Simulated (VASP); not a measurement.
**V: single point with LDA**

V:

```
V
1.0
    -1.46365    1.46365    1.46365
     1.46365   -1.46365    1.46365
     1.46365    1.46365   -1.46365
V
1
Direct
  0.00000 0.00000 0.00000
```

```yaml
Program: VASP 6.6.1
Task: single point
Functional: LDA
Potentials_or_basis: VASP PAW LDA potentials, release 64 (V_sv)
Cutoff: 520 eV
k_mesh: 15 × 15 × 15
Occupations: fermi-dirac, width 0.2 eV
Spin: no spin polarisation
Dipole_correction: no
Further_INCAR_settings: ALGO = Normal; EDIFF = 1e-06; NBANDS = 12
```

```json
{"Pressure": "1.5 GPa"}
```

Levels at points of the mesh, in eV from the Fermi level:
```tsv
k point	band 3	band 4	band 5	band 6	band 7	band 8	band 9	band 10
(0.00, 0.00, 0.00)	-36.51	-36.51	-6.72	0.34	0.34	0.34	2.52	2.52
```

It took 21 s on 1 thread of AMD EPYC 7R13, with other jobs on the host, peak memory 0.1 GiB.
